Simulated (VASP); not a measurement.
# Al30Si (a cell with a defect) in VASP: a series of runs

Al30Si (a cell with a defect) is run at these levels: PBE+D3(BJ); tasks: single point.

Everything below comes from runs of VASP 6.6.1. Logs are shortened: lines on timing, memory, paths and dates and some standing lists are left out, and cuts for length are marked.

## (1) The cell of the first run

The cell holds a defect, 31 atoms: a = 8.100 Å, b = 8.100 Å, c = 8.100 Å, α = 90.00°, β = 90.00°, γ = 90.00°.

## (2) Single point, PBE+D3(BJ)

The input, INCAR:

```
SYSTEM = Al30Si
ALGO = Normal ; EDIFF = 1E-6
ENCUT = 520 ; GGA = PE
ISIF = 2 ; ISMEAR = 0
IVDW = 12 ; LASPH = .TRUE.
LCHARG = .FALSE. ; LREAL = Auto
LWAVE = .FALSE. ; NBANDS = 68
NELM = 80 ; PREC = Accurate
SIGMA = 0.1
```

The input, KPOINTS:

```
k-points
0
G
  3 3 3
  0 0 0
```

The input, POSCAR:

```
Al30Si
1.0
    8.1000000000      0.0000000000      0.0000000000
    0.0000000000      8.1000000000      0.0000000000
    0.0000000000      0.0000000000      8.1000000000
Si Al
1 30
Direct
    0.4995423306     -0.0009861392     -0.0007418120
    0.7485959344      0.2424775762     -0.0024447249
    0.7489639816     -0.0014353458      0.2498556513
   -0.0000103705     -0.0011657751     -0.0022335008
    0.2515231422      0.2486166190      0.0002856443
    0.5001508090      0.4987550589      0.0001582628
    0.7485491108      0.7549245009     -0.0026376240
    0.2522408351     -0.0013040884      0.2479023047
    0.4997783051      0.2481668800      0.2484322844
    0.7504472913      0.4985312794      0.2498230089
    0.5023285272     -0.0013087036      0.5000723316
    0.7500502559      0.2472488738      0.5020705306
    0.0003437331      0.4988306267      0.0002786026
    0.2516041614      0.7489278025      0.0004863340
    0.0006945932      0.2497414177      0.2496933846
    0.2510857565      0.4985562543      0.2494614622
    0.5000687245      0.7493419219      0.2485055423
   -0.0017591181     -0.0012883123      0.5019070919
    0.2507476972      0.2496247412      0.5000727200
    0.4999615312      0.4990456494      0.4995716542
    0.7502732829      0.7500588025      0.5020987908
    0.2506405293     -0.0012911460      0.7516030839
    0.5030533919      0.2430127252      0.7514379629
    0.7505401113      0.4988812528      0.7500029778
    0.0004642421      0.7476382492      0.2495602066
    0.0000026861      0.4985512680      0.5003706742
    0.2509441546      0.7477293570      0.4996765454
   -0.0018209229      0.2471756622      0.7502670423
    0.2506007430      0.4988198935      0.7496819726
    0.5030698201      0.7547899565      0.7515675696
   -0.0015606701      0.7504319416      0.7501576251
```

Potentials or basis: VASP PAW PBE potentials, release 64 (Si, Al).

Run with:

```bash
cat potpaw_PBE.64/Si/POTCAR potpaw_PBE.64/Al/POTCAR > POTCAR
mpirun -np 1 vasp_std > vasp.out
```

OUTCAR:

```text
SYSTEM = Al30Si
   EDIFF = 1E-6
   ENCUT = 520
   GGA = PE
   ISIF = 2
   ISMEAR = 0
   IVDW = 12
   LASPH = .TRUE.
   LREAL = Auto
   NELM = 80
   PREC = Accurate
 IVDW          = 12

 ion  position               nearest neighbor table
   1  0.500  0.999  0.999-  23 2.82  30 2.82   2 2.82   7 2.82   8 2.84  22 2.84   5 2.85  14 2.85
                             9 2.85  17 2.86   3 2.86
   2  0.749  0.242  0.998-  23 2.82   1 2.82   4 2.84   3 2.84  28 2.85   9 2.86  24 2.89  15 2.89
                             6 2.89  13 2.91  10 2.91
   3  0.749  0.999  0.250-   7 2.84   2 2.84  11 2.85  17 2.85   9 2.86   1 2.86  21 2.87  12 2.87
                            18 2.87  25 2.88  15 2.88   4 2.88
   4  1.000  0.999  0.998-   2 2.84   7 2.84  28 2.84  31 2.84  22 2.85   5 2.87  14 2.87   8 2.88
                            15 2.88  25 2.88   3 2.88
   5  0.252  0.249  0.000-   9 2.84   8 2.85   1 2.85  22 2.86   6 2.86  16 2.86  15 2.87  23 2.87
                            29 2.87   4 2.87  13 2.87  28 2.88
   6  0.500  0.499  0.000-  16 2.85  14 2.86   5 2.86   9 2.86  17 2.86  10 2.86  29 2.86  24 2.87
                            23 2.89   7 2.89  30 2.89   2 2.89
   7  0.749  0.755  0.997-  30 2.81   1 2.82   4 2.84   3 2.84  31 2.85  17 2.86  24 2.88  25 2.89
                             6 2.89  13 2.91  10 2.91
   8  0.252  0.999  0.248-   1 2.84   9 2.85  17 2.85  14 2.85   5 2.85  11 2.88   4 2.88  15 2.88
                            27 2.88  25 2.88  19 2.88  18 2.91
   9  0.500  0.248  0.248-   5 2.84   8 2.85   1 2.85   3 2.86   6 2.86  16 2.86   2 2.86  19 2.87
[... 31 lines left out ...]
  25  0.000  0.748  0.250-  13 2.85  10 2.86  16 2.86  26 2.86  14 2.87  27 2.87   3 2.88  21 2.88
                             8 2.88   4 2.88  18 2.88   7 2.89
  26  0.000  0.499  0.500-  24 2.86  15 2.86  19 2.86  25 2.86  29 2.86  10 2.86  27 2.86  21 2.87
                            12 2.87  28 2.87  31 2.87  16 2.88
  27  0.251  0.748  0.500-  20 2.85  29 2.86  16 2.86  26 2.86  17 2.87  25 2.87  11 2.88   8 2.88
                            22 2.88  31 2.88  18 2.88  30 2.89
  28  0.998  0.247  0.750-   4 2.84  12 2.84  18 2.85   2 2.85  24 2.86  22 2.87  26 2.87  13 2.87
                            19 2.88   5 2.88  29 2.89
  29  0.251  0.499  0.750-  19 2.86  27 2.86  20 2.86  26 2.86   6 2.86   5 2.87  13 2.87  14 2.87
                            31 2.89  28 2.89  23 2.91  30 2.91
  30  0.503  0.755  0.752-   7 2.81   1 2.82  11 2.84  22 2.84  21 2.85  14 2.87  24 2.88  27 2.89
                             6 2.89  20 2.91  29 2.91
  31  0.998  0.750  0.750-   4 2.84  21 2.84  18 2.84   7 2.85  24 2.86  22 2.87  26 2.87  13 2.87
                            27 2.88  14 2.88  29 2.89

  LATTYP: Found a simple cubic cell.
 ALAT       =     8.1000000000

  Lattice vectors:

 A1 = (   8.1000000000,   0.0000000000,   0.0000000000)
 A2 = (   0.0000000000,   8.1000000000,   0.0000000000)
 A3 = (   0.0000000000,   0.0000000000,   8.1000000000)

Analysis of symmetry for initial positions (statically):
=====================================================================
 Subroutine PRICEL returns:
 Original cell was already a primitive cell.

 Routine SETGRP: Setting up the symmetry group for a
 simple cubic supercell.

 Subroutine GETGRP returns: Found  1 space group operations
 (whereof  1 operations were pure point group operations)
 out of a pool of 48 trial point group operations.

The static configuration has the point symmetry C_1 .

Analysis of symmetry for dynamics (positions and initial velocities):
=====================================================================
 Subroutine PRICEL returns:
 Original cell was already a primitive cell.

 Routine SETGRP: Setting up the symmetry group for a
 simple cubic supercell.

 Subroutine GETGRP returns: Found  1 space group operations
 (whereof  1 operations were pure point group operations)
 out of a pool of 48 trial point group operations.

The dynamic configuration has the point symmetry C_1 .

 Subroutine INISYM returns: Found  1 space group operations
 (whereof  1 operations are pure point group operations),
 and found     1 'primitive' translations

----------------------------------------------------------------------------------------

                                     Primitive cell

  volume of cell :     531.4410

  direct lattice vectors                    reciprocal lattice vectors
     8.100000000  0.000000000  0.000000000     0.123456790  0.000000000  0.000000000
[... 84 lines left out ...]
     0.041152263  0.000000000  0.000000000     0.333333333  0.000000000  0.000000000
     0.000000000  0.041152263  0.000000000     0.000000000  0.333333333  0.000000000
     0.000000000  0.000000000  0.041152263     0.000000000  0.000000000  0.333333333

  Length of vectors
     0.041152263  0.041152263  0.041152263

  Shift w.r.t. Gamma in fractional coordinates (k-lattice)
     0.000000000  0.000000000  0.000000000

 Subroutine IBZKPT returns following result:
 ===========================================

 Found     14 irreducible k-points:

 Following reciprocal coordinates:
            Coordinates               Weight
  0.000000  0.000000  0.000000      1.000000
  0.333333  0.000000  0.000000      2.000000
  0.000000  0.333333  0.000000      2.000000
  0.000000  0.000000  0.333333      2.000000
  0.333333  0.333333  0.000000      2.000000
  0.000000  0.333333  0.333333      2.000000
  0.333333  0.000000  0.333333      2.000000
 -0.333333  0.333333  0.000000      2.000000
 -0.333333  0.000000  0.333333      2.000000
  0.000000 -0.333333  0.333333      2.000000
  0.333333  0.333333  0.333333      2.000000
 -0.333333  0.333333  0.333333      2.000000
 -0.333333 -0.333333  0.333333      2.000000
  0.333333 -0.333333  0.333333      2.000000
   k-points           NKPTS =     14   k-points in BZ     NKDIM =     14   number of bands    NBANDS=     68
   number of dos      NEDOS =    301   number of ions     NIONS =     31
   total plane-waves  NPLWV = 216000
   dimension x,y,z NGX =    60 NGY =   60 NGZ =   60
   dimension x,y,z NGXF=   120 NGYF=  120 NGZF=  120
   ions per type =               1  30
   NGX,Y,Z   is equivalent  to a cutoff of  12.31, 12.31, 12.31 a.u.
   NGXF,Y,Z  is equivalent  to a cutoff of  24.63, 24.63, 24.63 a.u.
 SYSTEM =  Al30Si
   PREC   = accura    normal or accurate (medium, high low for compatibility)
   ISTART =      0    job   : 0-new  1-cont  2-samecut
   ICHARG =      2    charge: 1-file 2-atom 10-const
   ISPIN  =      1    spin polarized calculation?
   LNONCOLLINEAR =      F non collinear calculations
   LSORBIT =      F    spin-orbit coupling
   LASPH  =      T    aspherical Exc in radial PAW
   ENCUT  =  520.0 eV  38.22 Ry    6.18 a.u.  15.06 15.06 15.06*2*pi/ulx,y,z
   NELM   =     80;   NELMIN=  2; NELMDL= -5     # of ELM steps
   EDIFF  = 0.1E-05   stopping-criterion for ELM
   LREAL  =      T    real-space projection
   EDIFFG = 0.1E-04   stopping-criterion for IOM
   NSW    =      0    number of steps for IOM
   IBRION =     -1    ionic relax: 0-MD 1-quasi-New 2-CG
   NFREE  =      0    steps in history (QN), initial steepest desc. (CG)
   ISIF   =      2    stress and relaxation
   ISYM   =      2    0-nonsym 1-usesym 2-fastsym
   POTIM  = 0.5000    time-step for ionic-motion
   TEBEG  =    0.0;   TEEND  =   0.0 temperature during run
   PSTRESS=    0.0 pullay stress
   NELECT =      94.0000    total number of electrons
   NUPDOWN=      -1.0000    fix difference up-down
   EMIN   =  10.00;   EMAX   =-10.00  energy-range for DOS
   EFERMI =   0.00;   METHOD = LEGACY
   ISMEAR =     0;   SIGMA  =   0.10  broadening in eV -4-tet -1-fermi 0-gaus
   EFERMI_NEDOS =   21; number of points for ismear=-14 and -15
   IALGO  =     38    algorithm
   IMIX   =      4    mixing-type and parameters
     AMIX     =   0.40;   BMIX     =  1.00
     AMIX_MAG =   1.60;   BMIX_MAG =  1.00
  volume/ion in A,a.u.               =      17.14       115.69
  Fermi-wavevector in a.u.,A,eV,Ry     =   0.918965  1.736593 11.490081  0.844497
  Thomas-Fermi vector in A             =   2.044106
   LORBIT       =      0    0 simple, 1 ext, 2 COOP (PROOUT), +10 PAW based schemes
   GGA     = PE    functional components
   LHFCALC =     F    Hartree Fock is set to
   AEXX    =    0.0000 exact exchange contribution
   IVDW    =    12    specifies the selected vdW correction
   LEPSILON=     F    determine dielectric tensor
   LRPA    =     F    only Hartree local field effects (RPA)
 non-spin polarized calculation
 Gauss-broadening in eV      SIGMA  =   0.10
  energy-cutoff  :      520.00
  volume of cell :      531.44
 maximum number of plane-waves:     14358
   NGX = 31   NGY = 31   NGZ = 31

 number of electron      94.0000000 magnetization

 Free energy of the ion-electron system (eV)
  ---------------------------------------------------
  ext. energy  EPLUGINS =         0.00000000
  ---------------------------------------------------
  free energy    TOTEN  =      -117.34985731 eV

  energy without entropy =     -117.31062178  energy(sigma->0) =     -117.33023954

 E-fermi :   7.5223     XC(G=0): -10.0428

 val. band max:        7.4677052832   @ k =  -0.3333   0.3333   0.3333
 cond. band min:       7.5527152885   @ k =  -0.3333   0.0000   0.3333
 fundamental gap:      0.0850100053
 Fermi energy:         7.5222889525

 k-point     1 :       0.0000    0.0000    0.0000
  band No.  band energies     occupation
      1      -3.4830      2.00000
      2      -1.7982      2.00000
      3      -1.2271      2.00000
      4      -1.1791      2.00000
      5      -1.1678      2.00000
      6      -1.1351      2.00000
[... 857 lines left out ...]
     58       9.3603      0.00000
     59       9.5153      0.00000
 [bands above 59 left out]

------------------------ aborting loop because EDIFF is reached ----------------------------------------

 Edisp (eV)  -10.05800

 E8    (eV) :    -4.4835

  FORCE on cell =-STRESS in cart. coord.  units (eV):
  Direction    XX          YY          ZZ          XY          YZ          ZX
  --------------------------------------------------------------------------------------
  -------------------------------------------------------------------------------------
  Total     -15.30994   -16.46197   -15.35090    -0.00947     0.00828     0.16096
  in kB     -46.15610   -49.62922   -46.27956    -0.02856     0.02497     0.48527
  external pressure =      -47.35 kB  Pullay stress =        0.00 kB

 VOLUME and BASIS-vectors are now :
 -----------------------------------------------------------------------------
  energy-cutoff  :      520.00
  volume of cell :      531.44
      direct lattice vectors                 reciprocal lattice vectors
     8.100000000  0.000000000  0.000000000     0.123456790  0.000000000  0.000000000
     0.000000000  8.100000000  0.000000000     0.000000000  0.123456790  0.000000000
     0.000000000  0.000000000  8.100000000     0.000000000  0.000000000  0.123456790

 POSITION                                       TOTAL-FORCE (eV/Angst)
 -----------------------------------------------------------------------------------
      4.04629      8.09201      8.09399         0.007035      0.003057      0.018605
      6.06363      1.96407      8.08020         0.000482     -0.002238     -0.003794
      6.06661      8.08837      2.02383        -0.012179      0.002974     -0.008353
      8.09992      8.09056      8.08191        -0.003364     -0.002977      0.002588
      2.03734      2.01379      0.00231         0.000129     -0.003079      0.003867
      4.05122      4.03992      0.00128        -0.002980     -0.002454      0.004852
[... 23 lines left out ...]
      4.07487      6.11380      6.08770        -0.000278      0.010635     -0.005020
      8.08736      6.07850      6.07628        -0.012982      0.003319      0.000505
 -----------------------------------------------------------------------------------
    total drift:                                0.034612     -0.094635     -0.000236

  FREE ENERGIE OF THE ION-ELECTRON SYSTEM (eV)
  ---------------------------------------------------
  free  energy   TOTEN  =      -127.4078608206 eV

  energy  without entropy=     -127.3686252921  energy(sigma->0) =     -127.38824306
```

It took 6 min on 1 thread of AMD EPYC 9R45 (Zen 5), shared host; peak memory 0.61 GiB.

What came out:

```yaml
Free_energy: -127.4079 eV
Pressure: -4.7 GPa
Largest_force: 0.020 eV/Å
Band_gap_on_the_k_mesh: zero (bands 47 and 48 overlap by 0.31 eV)
Dispersion_energy_per_atom: -0.324 eV
```

Forces in eV/Å, atoms in the order of the input:
```
Si   0.007  0.003  0.019
Al   0.000 -0.002 -0.004
Al  -0.012  0.003 -0.008
Al  -0.003 -0.003  0.003
Al   0.000 -0.003  0.004
Al  -0.003 -0.002  0.005
Al   0.004  0.014 -0.003
Al   0.001  0.001 -0.003
Al  -0.001  0.002  0.004
Al   0.007  0.000 -0.002
Al   0.006  0.004  0.007
Al  -0.004 -0.002  0.007
Al   0.009 -0.005  0.011
Al   0.001  0.000  0.004
Al   0.008  0.003 -0.012
Al  -0.001  0.004 -0.004
Al  -0.005 -0.004 -0.008
Al  -0.005  0.000  0.011
Al   0.012  0.004 -0.011
Al  -0.004 -0.014 -0.005
Al  -0.005  0.009  0.010
Al   0.002  0.001  0.002
Al  -0.001 -0.006 -0.002
Al   0.001 -0.007 -0.005
Al   0.009 -0.007 -0.005
Al   0.006  0.002 -0.002
Al  -0.003 -0.002 -0.004
Al  -0.008 -0.003 -0.001
Al  -0.002 -0.002 -0.003
Al   0.000  0.011 -0.005
Al  -0.013  0.003  0.001
```

Levels at points of the mesh, in eV from the Fermi level:
| k point | band 45 | band 46 | band 47 | band 48 | band 49 | band 50 |
| --- | --- | --- | --- | --- | --- | --- |
| (0.00, 0.00, 0.00) | -0.33 | 0.28 | 0.34 | 0.40 | 0.42 | 0.45 |

[end of part 1 of 2]
